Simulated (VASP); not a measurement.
Input of a VASP 6.6.1 run:

Contents of POSCAR:

```
Ca
1.0
    0.0000000000      2.7103740000      2.7103740000
    2.7103740000      0.0000000000      2.7103740000
    2.7103740000      2.7103740000      0.0000000000
Ca
1
Direct
    0.0000000000      0.0000000000      0.0000000000
```

Contents of INCAR.step1:

```
PREC = Accurate ; ENCUT = 520
ISMEAR = 0 ; SIGMA = 0.15
LREAL = F ; LASPH = T
NELM = 60 ; NBANDS = 11
GGA = PE ; ALGO = Normal
EDIFF = 1E-4 ; LWAVE = T
LCHARG = F
```

File INCAR.step2:

```
PREC = Accurate ; ENCUT = 520
EDIFF = 1E-7 ; ISMEAR = 0
SIGMA = 0.15 ; LREAL = F
LASPH = T ; NELM = 60
ALGO = Normal ; ISIF = 2
LWAVE = F ; LCHARG = T
METAGGA = R2SCAN ; LMIXTAU = T
LELF = T ; LVHAR = T
NBANDS = 11 ; ISTART = 1
```

KPOINTS

```
regular mesh
0
Gamma
  14 14 14
```

Potentials or basis: VASP PAW PBE potentials, release 64 (Ca_sv).

Command:

```bash
$ cat potpaw_PBE.64/Ca_sv/POTCAR > POTCAR
$ cp INCAR.step1 INCAR
$ mpirun -np 1 vasp_std > vasp.out
$ cp INCAR.step2 INCAR
$ mpirun -np 1 vasp_std > vasp.out
```

Predict the band gap on the k mesh.

zero (bands 5 and 6 overlap by 0.40 eV).

What does it give for the pressure?

1.7 GPa.

Caveat: the cell differs from its parent crystal (strain -0.030 along x and y, -0.030 along z); the PAW data sets were made with another functional, which shifts forces and pressure a little.
